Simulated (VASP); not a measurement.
# MgO (ref) (Fm-3m) in VASP: further runs

Runs on MgO (ref). Level: r2SCAN. Tasks: single point, relaxation of cell and atoms.

Program: VASP 6.6.1. These are calculated values, not measurements. Logs are shortened: lines on timing, memory, paths and dates and some standing lists are left out, and cuts for length are marked.

**The experiment to reproduce.**

From “Electronic structure of alkaline earth and post-transition metal oxides”, 2009, arxiv:0908.1581, for a bulk crystal of MgO: band gap 7.83 eV.

The results are compared with them further down.

## Step 1: The cell of the first run

It takes space group Fm-3m (No. 225, cubic). Conventional cell: a = 4.208 Å, b = 4.208 Å, c = 4.208 Å, α = 90.00°, β = 90.00°, γ = 90.00°. Within 2.8 Å of Mg (site symmetry m-3m) lie 6 O at 2.10 Å. Within 2.8 Å of O (site symmetry m-3m) lie 6 Mg at 2.10 Å.

## Step 2: Single point, r2SCAN

POSCAR reads:

```
MgO
1.0
    0.0000000000      2.1038367547      2.1038367547
    2.1038367547      0.0000000000      2.1038367547
    2.1038367547      2.1038367547      0.0000000000
Mg O
1 1
Direct
    0.0000000000      0.0000000000      0.0000000000
    0.5000000000      0.5000000000      0.5000000000
```

INCAR.step1 reads:

```
SYSTEM = MgO
PREC = Accurate ; ENCUT = 520
ISMEAR = 0 ; SIGMA = 0.02
LREAL = .FALSE. ; LASPH = .TRUE.
NELM = 80 ; NBANDS = 11
GGA = PE ; ALGO = Normal
EDIFF = 1E-4 ; LWAVE = .TRUE.
LCHARG = .FALSE.
```

INCAR.step2 reads:

```
SYSTEM = MgO
PREC = Accurate ; ENCUT = 520
EDIFF = 1E-7 ; ISMEAR = 0
SIGMA = 0.02 ; LREAL = .FALSE.
LASPH = .TRUE. ; NELM = 80
ALGO = Normal ; ISIF = 2
LWAVE = .FALSE. ; LCHARG = .TRUE.
METAGGA = R2SCAN ; LMIXTAU = .TRUE.
LELF = .TRUE. ; LVHAR = .TRUE.
NBANDS = 11 ; ISTART = 1
```

KPOINTS reads:

```
Automatic mesh
0
G
  12 12 12
  0 0 0
```

Potentials or basis: VASP PAW PBE potentials, release 64 (Mg, O).

Command:

```sh
$ cat potpaw_PBE.64/Mg/POTCAR potpaw_PBE.64/O/POTCAR > POTCAR
$ cp INCAR.step1 INCAR
$ mpirun -np 1 vasp_std > vasp.out
$ cp INCAR.step2 INCAR
$ mpirun -np 1 vasp_std > vasp.out
```

OUTCAR:

```text
SYSTEM = MgO
   PREC = Accurate
   ENCUT = 520
   EDIFF = 1E-7
   ISMEAR = 0
   LREAL = .FALSE.
   LASPH = .TRUE.
   NELM = 80
   ISIF = 2
   METAGGA = R2SCAN
   ISTART = 1

 ion  position               nearest neighbor table
   1  0.000  0.000  0.000-   2 2.10   2 2.10   2 2.10   2 2.10   2 2.10   2 2.10
   2  0.500  0.500  0.500-   1 2.10   1 2.10   1 2.10   1 2.10   1 2.10   1 2.10

  LATTYP: Found a face centered cubic cell.
 ALAT       =     4.2076735094

  Lattice vectors:

 A1 = (   0.0000000000,   2.1038367547,   2.1038367547)
 A2 = (   2.1038367547,   0.0000000000,   2.1038367547)
 A3 = (   2.1038367547,   2.1038367547,   0.0000000000)

Analysis of symmetry for initial positions (statically):
=====================================================================
 Subroutine PRICEL returns:
 Original cell was already a primitive cell.

 Routine SETGRP: Setting up the symmetry group for a
 face centered cubic supercell.

 Subroutine GETGRP returns: Found 48 space group operations
 (whereof 48 operations were pure point group operations)
 out of a pool of 48 trial point group operations.

The static configuration has the point symmetry O_h .

Analysis of symmetry for dynamics (positions and initial velocities):
=====================================================================
 Subroutine PRICEL returns:
 Original cell was already a primitive cell.

 Routine SETGRP: Setting up the symmetry group for a
 face centered cubic supercell.

 Subroutine GETGRP returns: Found 48 space group operations
 (whereof 48 operations were pure point group operations)
 out of a pool of 48 trial point group operations.

The dynamic configuration has the point symmetry O_h .

 Subroutine INISYM returns: Found 48 space group operations
 (whereof 48 operations are pure point group operations),
 and found     1 'primitive' translations

----------------------------------------------------------------------------------------

                                     Primitive cell

  volume of cell :      18.6237

  direct lattice vectors                    reciprocal lattice vectors
     0.000000000  2.103836755  2.103836755    -0.237661025  0.237661025  0.237661025
     2.103836755  0.000000000  2.103836755     0.237661025 -0.237661025  0.237661025
     2.103836755  2.103836755  0.000000000     0.237661025  0.237661025 -0.237661025

  length of vectors
     2.975274472  2.975274472  2.975274472     0.411640971  0.411640971  0.411640971

  position of ions in fractional coordinates (direct lattice)
     0.000000000  0.000000000  0.000000000
     0.500000000  0.500000000  0.500000000

  ion indices of the primitive-cell ions
   primitive index   ion index
                 1           1
                 2           2

----------------------------------------------------------------------------------------

 KPOINTS: Automatic mesh

Automatic generation of k-mesh.
 Grid dimensions read from file:
 generate k-points for:   12   12   12

 Generating k-lattice:

  Cartesian coordinates                     Fractional coordinates (reciprocal lattice)
    -0.019805085  0.019805085  0.019805085     0.083333333  0.000000000  0.000000000
     0.019805085 -0.019805085  0.019805085     0.000000000  0.083333333  0.000000000
     0.019805085  0.019805085 -0.019805085     0.000000000  0.000000000  0.083333333

  Length of vectors
     0.034303414  0.034303414  0.034303414

  Shift w.r.t. Gamma in fractional coordinates (k-lattice)
     0.000000000  0.000000000  0.000000000

 Subroutine IBZKPT returns following result:
 ===========================================

 Found     72 irreducible k-points:

 Following reciprocal coordinates:
            Coordinates               Weight
  0.000000  0.000000  0.000000      1.000000
  0.083333  0.000000  0.000000      8.000000
  0.166667  0.000000  0.000000      8.000000
  0.250000  0.000000  0.000000      8.000000
  0.333333  0.000000  0.000000      8.000000
  0.416667  0.000000  0.000000      8.000000
[... 16 lines left out ...]
  0.500000  0.166667  0.000000     24.000000
 -0.416667  0.166667  0.000000     24.000000
 [... further k-points ...]
   k-points           NKPTS =     72   k-points in BZ     NKDIM =     72   number of bands    NBANDS=     11
   number of dos      NEDOS =    301   number of ions     NIONS =      2
   total plane-waves  NPLWV =  13824
   dimension x,y,z NGX =    24 NGY =   24 NGZ =   24
   dimension x,y,z NGXF=    48 NGYF=   48 NGZF=   48
   ions per type =               1   1
   NGX,Y,Z   is equivalent  to a cutoff of  13.41, 13.41, 13.41 a.u.
   NGXF,Y,Z  is equivalent  to a cutoff of  26.82, 26.82, 26.82 a.u.
 SYSTEM =  MgO
   PREC   = accura    normal or accurate (medium, high low for compatibility)
   ISTART =      1    job   : 0-new  1-cont  2-samecut
   ICHARG =      0    charge: 1-file 2-atom 10-const
   ISPIN  =      1    spin polarized calculation?
   LNONCOLLINEAR =      F non collinear calculations
   LSORBIT =      F    spin-orbit coupling
   LASPH  =      T    aspherical Exc in radial PAW
   ENCUT  =  520.0 eV  38.22 Ry    6.18 a.u.   5.53  5.53  5.53*2*pi/ulx,y,z
   NELM   =     80;   NELMIN=  2; NELMDL=  0     # of ELM steps
   EDIFF  = 0.1E-06   stopping-criterion for ELM
   LREAL  =      F    real-space projection
   EDIFFG = 0.1E-05   stopping-criterion for IOM
   NSW    =      0    number of steps for IOM
   IBRION =     -1    ionic relax: 0-MD 1-quasi-New 2-CG
   NFREE  =      0    steps in history (QN), initial steepest desc. (CG)
   ISIF   =      2    stress and relaxation
   ISYM   =      2    0-nonsym 1-usesym 2-fastsym
   POTIM  = 0.5000    time-step for ionic-motion
   TEBEG  =    0.0;   TEEND  =   0.0 temperature during run
   PSTRESS=    0.0 pullay stress
   NELECT =       8.0000    total number of electrons
   NUPDOWN=      -1.0000    fix difference up-down
   EMIN   =  10.00;   EMAX   =-10.00  energy-range for DOS
   EFERMI =   0.00;   METHOD = LEGACY
   ISMEAR =     0;   SIGMA  =   0.02  broadening in eV -4-tet -1-fermi 0-gaus
   EFERMI_NEDOS =   21; number of points for ismear=-14 and -15
   IALGO  =     38    algorithm
   IMIX   =      4    mixing-type and parameters
     AMIX     =   0.40;   BMIX     =  1.00
     AMIX_MAG =   1.60;   BMIX_MAG =  1.00
  volume/ion in A,a.u.               =       9.31        62.84
  Fermi-wavevector in a.u.,A,eV,Ry     =   1.235235  2.334255 20.759832  1.525805
  Thomas-Fermi vector in A             =   2.369892
   LORBIT       =      0    0 simple, 1 ext, 2 COOP (PROOUT), +10 PAW based schemes
   METAGGA = R2SCAN    functional components
   LHFCALC =     F    Hartree Fock is set to
   AEXX    =    0.0000 exact exchange contribution
   IVDW    =     0    specifies the selected vdW correction
   LEPSILON=     F    determine dielectric tensor
   LRPA    =     F    only Hartree local field effects (RPA)
 non-spin polarized calculation
 Gauss-broadening in eV      SIGMA  =   0.02
  energy-cutoff  :      520.00
  volume of cell :       18.62
 maximum number of plane-waves:       531
 NGX is ok and might be reduce to    24
   NGX = 11   NGY = 11   NGZ = 11

 number of electron       8.0000005 magnetization

 Free energy of the ion-electron system (eV)
  ---------------------------------------------------
  ext. energy  EPLUGINS =         0.00000000
  ---------------------------------------------------
  free energy    TOTEN  =       -16.16080783 eV

  energy without entropy =      -16.16080783  energy(sigma->0) =      -16.16080783

 E-fermi :   2.8906     XC(G=0): -11.6111

 val. band max:        2.7987646106   @ k =   0.0000   0.0000   0.0000
 cond. band min:       8.4344626626   @ k =   0.0000   0.0000   0.0000
 fundamental gap:      5.6356980520
 Fermi energy:         2.8905742063

 k-point     1 :       0.0000    0.0000    0.0000
  band No.  band energies     occupation
      1     -15.4178      2.00000
      2       2.7988      2.00000
      3       2.7988      2.00000
      4       2.7988      2.00000
      5       8.4345      0.00000
      6      19.6506      0.00000
      7      19.6506      0.00000
      8      19.6506      0.00000
      9      23.8048      0.00000
     10      25.5759      0.00000
     11      25.5759      0.00000

 k-point     2 :       0.0833    0.0000    0.0000
  band No.  band energies     occupation
      1     -15.3448      2.00000
      2       2.3461      2.00000
      3       2.7497      2.00000
      4       2.7497      2.00000
      5       8.8779      0.00000
      6      18.6985      0.00000
      7      19.8306      0.00000
      8      19.8306      0.00000
      9      25.0290      0.00000
     10      25.0290      0.00000
     11      25.1009      0.00000

 k-point     3 :       0.1667    0.0000    0.0000
  band No.  band energies     occupation
      1     -15.1385      2.00000
      2       1.3170      2.00000
      3       2.6188      2.00000
      4       2.6188      2.00000
      5       9.8511      0.00000
      6      17.3265      0.00000
      7      20.2590      0.00000
      8      20.2590      0.00000
      9      24.3014      0.00000
     10      24.3014      0.00000
     11      26.5544      0.00000

 k-point     4 :       0.2500    0.0000    0.0000
  band No.  band energies     occupation
      1     -14.8394      2.00000
      2       0.1565      2.00000
      3       2.4467      2.00000
      4       2.4467      2.00000
      5      10.8132      0.00000
      6      16.4520      0.00000
      7      20.5732      0.00000
      8      20.5732      0.00000
      9      24.2355      0.00000
     10      24.2355      0.00000
     11      26.3272      0.00000

 k-point     5 :       0.3333    0.0000    0.0000
  band No.  band energies     occupation
      1     -14.5155      2.00000
      2      -0.8682      2.00000
      3       2.2816      2.00000
      4       2.2816      2.00000
      5      11.4004      0.00000
      6      16.2562      0.00000
      7      20.5159      0.00000
      8      20.5159      0.00000
      9      25.0566      0.00000
     10      25.0566      0.00000
     11      25.7705      0.00000
[... 211 lines left out ...]
 k-point    21 :       0.3333    0.1667    0.0000
  band No.  band energies     occupation
      1     -14.5584      2.00000
      2      -0.2792      2.00000
      3       1.9218      2.00000
      4       2.0654      2.00000
      5      12.0667      0.00000
      6      15.3536      0.00000
      7      19.3013      0.00000
      8      21.2021      0.00000
      9      22.4179      0.00000
     10      26.9532      0.00000
     11      29.2361      0.00000

 k-point    22 :       0.4167    0.1667    0.0000
  band No.  band energies     occupation
      1     -14.2874      2.00000
      2      -0.9649      2.00000
      3       1.6059      2.00000
      4       1.9602      2.00000
      5      12.5748      0.00000
      6      15.6294      0.00000
      7      18.6042      0.00000
      8      21.1358      0.00000
      9      23.3231      0.00000
     10      27.5554      0.00000
     11      28.9369      0.00000

 k-point    23 :       0.5000    0.1667    0.0000
  band No.  band energies     occupation
      1     -14.1060      2.00000
      2      -1.3772      2.00000
      3       1.3454      2.00000
      4       1.9339      2.00000
      5      12.7453      0.00000
      6      16.1716      0.00000
      7      18.2245      0.00000
      8      20.9941      0.00000
      9      24.1011      0.00000
     10      27.6767      0.00000
     11      28.6928      0.00000

 k-point    24 :      -0.4167    0.1667    0.0000
  band No.  band energies     occupation
      1     -14.0777      2.00000
      2      -1.4224      2.00000
      3       1.2073      2.00000
      4       1.9925      2.00000
      5      12.8030      0.00000
      6      16.3471      0.00000
      7      18.1742      0.00000
      8      20.9489      0.00000
      9      24.8382      0.00000
     10      26.5600      0.00000
     11      28.5470      0.00000

 [... further k-points ...]

------------------------ aborting loop because EDIFF is reached ----------------------------------------

  FORCE on cell =-STRESS in cart. coord.  units (eV):
  Direction    XX          YY          ZZ          XY          YZ          ZX
  --------------------------------------------------------------------------------------
  -------------------------------------------------------------------------------------
  Total       -0.1780799     -0.1780799     -0.1780799     -0.0000000     -0.0000000     -0.0000000
  in kB      -15.3200207    -15.3200207    -15.3200207     -0.0000000     -0.0000000     -0.0000000
  external PRESSURE =     -15.3200207 kB  Pullay stress =       0.0000000 kB

 VOLUME and BASIS-vectors are now :
 -----------------------------------------------------------------------------
  energy-cutoff  :      520.00
  volume of cell :       18.62
      direct lattice vectors                 reciprocal lattice vectors
     0.000000000  2.103836755  2.103836755    -0.237661025  0.237661025  0.237661025
     2.103836755  0.000000000  2.103836755     0.237661025 -0.237661025  0.237661025
     2.103836755  2.103836755  0.000000000     0.237661025  0.237661025 -0.237661025

 POSITION                                       TOTAL-FORCE (eV/Angst)
 -----------------------------------------------------------------------------------
      0.00000      0.00000      0.00000        -0.000000     -0.000000      0.000000
      2.10384      2.10384      2.10384         0.000000      0.000000      0.000000
 -----------------------------------------------------------------------------------
    total drift:                               -0.000000     -0.000000      0.000000

  FREE ENERGIE OF THE ION-ELECTRON SYSTEM (eV)
  ---------------------------------------------------
  free  energy   TOTEN  =       -16.1608078323 eV

  energy  without entropy=      -16.1608078323  energy(sigma->0) =      -16.16080783
```

Run time: 2.5 min. Hardware: 1 thread of AMD EPYC 7R13, shared host; peak memory 0.12 GiB.

What came out:

```
Free energy            : -16.1608 eV
Pressure               : -1.5 GPa
Band gap on the k mesh : 5.64 eV, direct
```

Caveat: the PAW data sets were made with another functional, which shifts forces and pressure a little.

## Step 3: Relaxation of cell and atoms, r2SCAN

This run uses another cell than the first one, of 9.59 Å³/atom, 1.030 times its volume.

POSCAR reads:

```
MgO
1.0
    0.0000000000      2.1245000000      2.1245000000
    2.1245000000      0.0000000000      2.1245000000
    2.1245000000      2.1245000000      0.0000000000
Mg O
1 1
Direct
    0.0000000000      0.0000000000      0.0000000000
    0.5000000000      0.5000000000      0.5000000000
```

INCAR.step1 reads:

```
  PREC = Accurate
  ENCUT = 600
  ISMEAR = 0
  SIGMA = 0.02
  LREAL = F
  LASPH = T
  NELM = 100
  GGA = PE
  ALGO = Normal
  EDIFF = 1E-4
  LWAVE = T
  LCHARG = F
```

INCAR.step2 reads:

```
  PREC = Accurate
  ENCUT = 600
  EDIFF = 1E-6
  ISMEAR = 0
  SIGMA = 0.02
  LREAL = F
  LASPH = T
  NELM = 100
  ALGO = Normal
  ISIF = 3
  LWAVE = F
  LCHARG = F
  METAGGA = R2SCAN
  LMIXTAU = T
  IBRION = 2
  NSW = 100
  EDIFFG = -0.002
  ISTART = 1
```

KPOINTS reads:

```
Automatic mesh
0
Gamma
  12 12 12
```

Potentials or basis: VASP PAW PBE potentials, release 64 (Mg, O).

Command:

```sh
$ cat potpaw_PBE.64/Mg/POTCAR potpaw_PBE.64/O/POTCAR > POTCAR
$ cp INCAR.step1 INCAR
$ mpirun -np 1 vasp_std > vasp.out
$ cp INCAR.step2 INCAR
$ mpirun -np 1 vasp_std > vasp.out
```

Wall time 3.9 min (1 thread of AMD EPYC 7R13, shared host); peak memory 0.13 GiB.

Results (log left out):

- Free energy: -16.1671 eV
- Relaxed volume: 9.21 Å³/atom
- Relaxed cell: a = 2.965 Å, b = 2.965 Å, c = 2.965 Å, α = 60.00°, β = 60.00°, γ = 60.00°
- Space group after relaxing (to 0.05 Å): Fm-3m (No. 225)
- Energy gained by relaxing: 7.6 meV/atom
- Ionic steps: 3
- Pressure after relaxing: 0.0 GPa
- Band gap on the k mesh: 5.75 eV, direct

The path:
| step | energy change (eV) | largest force (eV/Å) | pressure (GPa) | volume (Å³) |
| --- | --- | --- | --- | --- |
| 1 | 0.0000 | 0.0000 | -6.28 | 19.18 |
| 2 | -0.0131 | 0.0000 | 2.63 | 18.15 |
| 3 | -0.0153 | 0.0000 | 0.02 | 18.42 |

Final structure:
```xyz
2
Lattice="0.0000 2.0963 2.0963 2.0963 0.0000 2.0963 2.0963 2.0963 0.0000" Properties=species:S:1:pos:R:3 pbc="T T T"
Mg    0.0000    0.0000    0.0000
O     2.0963    2.0963    2.0963
```

Levels at points of the mesh, in eV from the valence-band top:
| k point | band 2 | band 3 | band 4 | band 5 | band 6 | band 7 |
| --- | --- | --- | --- | --- | --- | --- |
| (0.00, 0.00, 0.00) | 0.00 | 0.00 | 0.00 | 5.75 | 16.92 | 16.92 |
| (0.50, 0.00, 0.00) | -4.67 | -0.69 | -0.69 | 8.90 | 13.97 | 17.57 |
| (0.50, 0.50, 0.00) | -4.16 | -1.39 | -1.39 | 10.06 | 11.22 | 14.45 |

Caveat: the PAW data sets were made with another functional, which shifts forces and pressure a little. A k mesh can miss the band edges.

## Step 4: How close it comes

Step 2. Against the measured gap of MgO, 7.83 eV (quoted in “Electronic structure of alkaline earth and post-transition metal oxides”, 2009, arxiv:0908.1581), the calculated 5.64 eV is off by -2.19 eV. The value is that of r2SCAN on a finite k mesh, which can miss the band edges, without temperature or zero-point motion.
